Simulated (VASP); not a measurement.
Wanted: the native input for a VASP 6.6.1 run.

```yaml
Task: single point
Functional: LDA
Potentials_or_basis: VASP PAW LDA potentials, release 64 (Ti_sv, C)
Cutoff: 520 eV
k_mesh: 17 × 17 × 17
Occupations: fermi-dirac, width 0.08 eV
Spin: no spin polarisation
Dipole_correction: no
k_mesh_for_the_DOS: 26 × 26 × 26
Occupations_for_the_DOS: tetrahedron
Further_INCAR_settings: ALGO = Normal; EDIFF = 1e-07; NBANDS = 15
```

TiC (rocksalt type):

```xyz
2
Lattice="0.0000 1.9095 1.9095 1.9095 0.0000 1.9095 1.9095 1.9095 0.0000" Properties=species:S:1:pos:R:3 pbc="T T T"
Ti    0.0000    0.0000    0.0000
C     1.9095    1.9095    1.9095
```

One way to write it, as run:

POSCAR

```
TiC
1.0
    0.0000000000      1.9094812391      1.9094812391
    1.9094812391      0.0000000000      1.9094812391
    1.9094812391      1.9094812391      0.0000000000
Ti C
1 1
Direct
    0.0000000000      0.0000000000      0.0000000000
    0.5000000000      0.5000000000      0.5000000000
```

INCAR.step1

```
SYSTEM = TiC
PREC = Accurate
ENCUT = 520
EDIFF = 1E-7
ISMEAR = -1
SIGMA = 0.08
LREAL = .FALSE.
LASPH = .TRUE.
NELM = 100
ALGO = Normal
ISIF = 2
LWAVE = .FALSE.
LCHARG = .TRUE.
LMAXMIX = 4
GGA = CA
NBANDS = 15
```

KPOINTS.step1

```
Automatic mesh
0
G
  17 17 17
  0 0 0
```

INCAR.step2

```
SYSTEM = TiC
PREC = Accurate
ENCUT = 520
EDIFF = 1E-7
ISMEAR = -5
SIGMA = 0.08
LREAL = .FALSE.
LASPH = .TRUE.
NELM = 100
ALGO = Normal
ISIF = 2
LWAVE = .FALSE.
LCHARG = .FALSE.
LMAXMIX = 4
GGA = CA
LORBIT = 11
NBANDS = 15
NEDOS = 1001
ICHARG = 11
```

KPOINTS.step2

```
Automatic mesh
0
G
  26 26 26
  0 0 0
```

Potentials or basis: VASP PAW LDA potentials, release 64 (Ti_sv, C).

Command:

```bash
$ cat potpaw_LDA.64/Ti_sv/POTCAR potpaw_LDA.64/C/POTCAR > POTCAR
$ cp INCAR.step1 INCAR
$ cp KPOINTS.step1 KPOINTS
$ mpirun -np 1 vasp_std > vasp.out
$ cp INCAR.step2 INCAR
$ cp KPOINTS.step2 KPOINTS
$ mpirun -np 1 vasp_std > vasp.out
```

It gave:

| Quantity | Value |
| --- | --- |
| Valence electrons inside the program's atomic spheres | Ti 11.51; C 2.71 |

Wall time 86 s on 1 thread of Intel Xeon 8259CL, with other jobs on the host, peak memory 0.22 GiB.
